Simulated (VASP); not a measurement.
Here is a VASP 6.6.1 calculation.

INCAR

```
SYSTEM = Si
  PREC = Accurate
  ENCUT = 520
  EDIFF = 1E-7
  ISMEAR = 0
  SIGMA = 0.01
  LREAL = .False.
  LASPH = .True.
  NELM = 60
  ALGO = Normal
  ISIF = 2
  LWAVE = .False.
  LCHARG = .False.
  GGA = PS
  NBANDS = 16
```

Contents of KPOINTS:

```
Automatic mesh
0
Gamma
  15 15 8
  0 0 0
```

POSCAR

```
Si
1.0
    3.8244341477      0.0000000000      0.0000000000
   -1.9122170738      3.3120571270      0.0000000000
    0.0000000000      0.0000000000      6.3251992080
Si
4
Direct
    0.3333333333      0.6666666667      0.0000250216
    0.6666666667      0.3333333333      0.5000250216
    0.3333333333      0.6666666667      0.3739749784
    0.6666666667      0.3333333333      0.8739749784
```

Potentials or basis: VASP PAW PBE potentials, release 64 (Si).

Launch:

```bash
$ cat potpaw_PBE.64/Si/POTCAR > POTCAR
$ mpirun -np 1 vasp_std > vasp.out
```

What does it give for the band gap on the k mesh?

0.30 eV (least direct gap 0.97 eV).

Predict the pressure.

0.1 GPa.

Caveat: the PAW data sets were made with another functional, which shifts forces and pressure a little; an odd mesh through Γ misses points on the zone boundary, where band edges can lie.
